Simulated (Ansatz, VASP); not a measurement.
TiSi2: VASP beside Ansatz

```
Ti Si
1.0
     1.77380   -6.78034    0.00000
     1.77380    6.78034    0.00000
     0.00000    0.00000    3.57922
Ti Si
2 4
Cartesian
  1.7738 -5.3811 2.6844
  1.7738 5.3811 0.8948
  1.7738 -0.8021 2.6844
  1.7738 0.8021 0.8948
  1.7738 3.3925 2.6844
  1.7738 -3.3925 0.8948
```

Alike in both runs: functional PBE; k mesh 10 × 10 × 10; occupations gaussian, width 0.1 eV; no spin polarisation.

Ansatz relaxed the structure, and its values are those at the end. VASP's run is a single point on that final structure, the one shown.

|  | VASP | Ansatz |
| --- | --- | --- |
| version | VASP 6.6.1 | Ansatz 0.2.0 |
| potentials or method | VASP PAW PBE potentials, release 64 (Ti_sv, Si), cutoff 520 eV | scalar-relativistic, plane waves, PAW |
| valence electrons in the cell | 40 | 40 |

|  | VASP | Ansatz | Ansatz less VASP |
| --- | --- | --- | --- |
| gap on the k mesh at the Fermi level (eV) | none | none | - |
| pressure (GPa) | 0.0 | 0.0 | +0.01 |
| rms of the force components (eV/Å) | 0.004 | 0.000 | -0.0034 |

A gap of «none» marks a metal or a gap that the smearing closes. With one functional, cell and mesh, what is left measures potentials, basis and numerics.
